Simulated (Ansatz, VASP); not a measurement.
# BiTe in VASP and in Ansatz

Contents of INCAR:

```
SYSTEM = BiTe
ALGO     = Normal         ! electronic algorithm
EDIFF    = 1E-6           ! SCF threshold, eV
ENCUT    = 520            ! plane-wave cutoff, eV
GGA      = PE             ! functional
ISIF     = 2              ! what is computed and relaxed
ISMEAR   = 0              ! smearing method
LASPH    = .True.         ! aspherical terms in the spheres
LCHARG   = .True.         ! write CHGCAR
LELF     = .True.         ! ELF
LREAL    = .False.        ! projectors in reciprocal space
LVHAR    = .True.       
LWAVE    = .False.        ! write WAVECAR
NBANDS   = 18             ! bands
NELM     = 80             ! most SCF steps
PREC     = Accurate       ! precision mode
SIGMA    = 0.1            ! smearing width, eV
```

The input KPOINTS:

```
k-points
0
Gamma
  12 12 12
  0 0 0
```

The input POSCAR:

```
BiTe
1.0
    0.0000000000      3.3149592556      3.3149592556
    3.3149592556      0.0000000000      3.3149592556
    3.3149592556      3.3149592556      0.0000000000
Bi Te
1 1
Direct
    0.0000000000      0.0000000000      0.0000000000
    0.5000000000      0.5000000000      0.5000000000
```

Input for Ansatz:

```yaml
crystal:
  lattice:
    - [0.0, 3.3149592556, 3.3149592556]
    - [3.3149592556, 0.0, 3.3149592556]
    - [3.3149592556, 3.3149592556, 0.0]
  atoms:
    - { symbol: Bi, position: [0.0, 0.0, 0.0] }
    - { symbol: Te, position: [0.5, 0.5, 0.5] }
basis:
  ecutwfc: 420
kpoints:
  mp_grid: { grid: [12, 12, 12] }
hamiltonian:
  xc: pbe
scf:
  occupations: { method: gaussian, width: 0.1 }
output:
  forces: true
  stress: true
  eigenvalues: true
```

Alike in both runs: task single point; functional PBE; k mesh 12 × 12 × 12; occupations gaussian, width 0.1 eV; no spin polarisation.

|  | VASP | Ansatz |
| --- | --- | --- |
| version | VASP 6.6.1 | Ansatz 0.2.0 |
| potentials or method | VASP PAW PBE potentials, release 64 (Bi_d, Te), cutoff 520 eV | scalar-relativistic, plane waves, PAW |
| valence electrons in the cell | 21 | 31 |

|  | VASP | Ansatz | Ansatz less VASP |
| --- | --- | --- | --- |
| gap on the k mesh at the Fermi level (eV) | none | none | - |
| pressure (GPa) | -2.4 | -2.4 | +0.06 |

A gap of «none» marks a metal or a gap that the smearing closes. VASP's potentials hold 21 valence electrons a cell and Ansatz's 31, so a difference there can come from the potentials and not from the codes.

Spin-orbit coupling is off throughout.
